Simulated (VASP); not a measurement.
A run of VASP 6.6.1 is set up as follows.

File INCAR:

```
SYSTEM = Ge
PREC     = Accurate       ! precision mode
ENCUT    = 520            ! plane-wave cutoff, eV
EDIFF    = 1E-6           ! SCF threshold, eV
ISMEAR   = -1             ! smearing method
SIGMA    = 0.05           ! smearing width, eV
LREAL    = .False.        ! projectors in reciprocal space
LASPH    = .True.         ! aspherical terms in the spheres
NELM     = 80             ! most SCF steps
ALGO     = Normal         ! electronic algorithm
ISIF     = 2              ! what is computed and relaxed
LWAVE    = .False.        ! write WAVECAR
LCHARG   = .True.         ! write CHGCAR
GGA      = RE             ! functional
LELF     = .True.         ! ELF
LVHAR    = .True.       
NBANDS   = 21             ! bands
```

KPOINTS

```
regular mesh
0
Gamma
  11 11 11
  0 0 0
```

POSCAR

```
Ge
1.0
   -2.4958980000      2.6508630000      1.4369470000
    2.4958980000     -2.6508630000      1.4369470000
    2.4958980000      2.6508630000     -1.4369470000
Ge
2
Direct
    0.3140570000      0.0640570000      0.2500000000
    0.6859430000      0.9359430000      0.7500000000
```

Potentials or basis: VASP PAW PBE potentials, release 64 (Ge_d).

Run with:

```sh
$ cat potpaw_PBE.64/Ge_d/POTCAR > POTCAR
$ mpirun -np 1 vasp_std > vasp.out
```

(1) Predict the pressure.

(2) Estimate the band gap on the k mesh.

## Answers

(1) 2.2 GPa.

(2) zero (bands 14 and 15 overlap by 5.24 eV).

Caveat: the PAW data sets were made with another functional, which shifts forces and pressure a little.
